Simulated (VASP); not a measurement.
Here is a VASP 6.6.1 calculation.

INCAR

```
  PREC = Accurate
  ENCUT = 520
  EDIFF = 1E-6
  ISMEAR = 0
  SIGMA = 0.1
  LREAL = F
  LASPH = T
  NELM = 80
  ALGO = Normal
  ISIF = 2
  LWAVE = F
  LCHARG = F
  GGA = PE
  NBANDS = 45
```

KPOINTS

```
regular mesh
0
Gamma
  12 12 4
```

POSCAR

```
ZrAl2N3
1.0
    2.9752331247      0.0000000000      0.0000000000
   -1.4876165623      2.5766274681      0.0000000000
    0.0000000000      0.0000000000     15.8209720331
Zr Al N
2 4 6
Direct
    0.6666666667      0.3333333333      0.1692578530
    0.6666666667      0.3333333333      0.8307421470
    0.3333333333      0.6666666667      0.0000000000
    0.3333333333      0.6666666667      0.3391484442
    0.3333333333      0.6666666667      0.6608515558
    0.6666666667      0.3333333333      0.5000000000
    0.0000000000      0.0000000000      0.9229466366
    0.0000000000      0.0000000000      0.2620752537
    0.0000000000      0.0000000000      0.5801661714
    0.0000000000      0.0000000000      0.0770533634
    0.0000000000      0.0000000000      0.4198338286
    0.0000000000      0.0000000000      0.7379247463
```

Potentials or basis: VASP PAW PBE potentials, release 64 (Zr_sv, Al, N).

Run with:

```sh
$ cat potpaw_PBE.64/Zr_sv/POTCAR potpaw_PBE.64/Al/POTCAR potpaw_PBE.64/N/POTCAR > POTCAR
$ mpirun -np 1 vasp_std > vasp.out
```

(1) What does it give for the band gap on the k mesh?

(2) What does it give for the pressure?

(3) What does it give for the largest force?

## Answers

(1) zero (bands 33 and 34 overlap by 0.91 eV).

(2) 0.0 GPa.

(3) 0.025 eV/Å.
